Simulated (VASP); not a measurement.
The system is Mo.

```
Mo
1.0
     2.73551    0.00000    0.00000
    -1.36776    2.36902    0.00000
     0.00000    0.00000    2.55518
Mo
1
Direct
  0.00000 0.00000 0.50000
```

Base run:

- Program: VASP 6.6.1
- Functional: r2SCAN
- Potentials or basis: VASP PAW PBE potentials, release 64 (Mo_sv)
- Cutoff: 520 eV
- k mesh: 14 × 14 × 13
- Occupations: fermi-dirac, width 0.1 eV
- Spin: no spin polarisation

Its results: band gap on the k mesh zero (band 7 reaches 12.53 eV, above the bottom of band 8 at 10.61 eV); pressure 1.9 GPa.

Task: The run is repeated on the same cell with these changes: functional from r2SCAN to PBEsol; further incar settings from ALGO = Normal; EDIFF = 1e-07; NBANDS = 13 to ALGO = Normal; EDIFF = 1e-06; NBANDS = 13. What comes out?

Result: Band gap on the k mesh zero (band 7 reaches 12.41 eV, above the bottom of band 8 at 10.52 eV); pressure -3.0 GPa.

Caveats: the PAW data sets were made with another functional, which shifts forces and pressure a little.
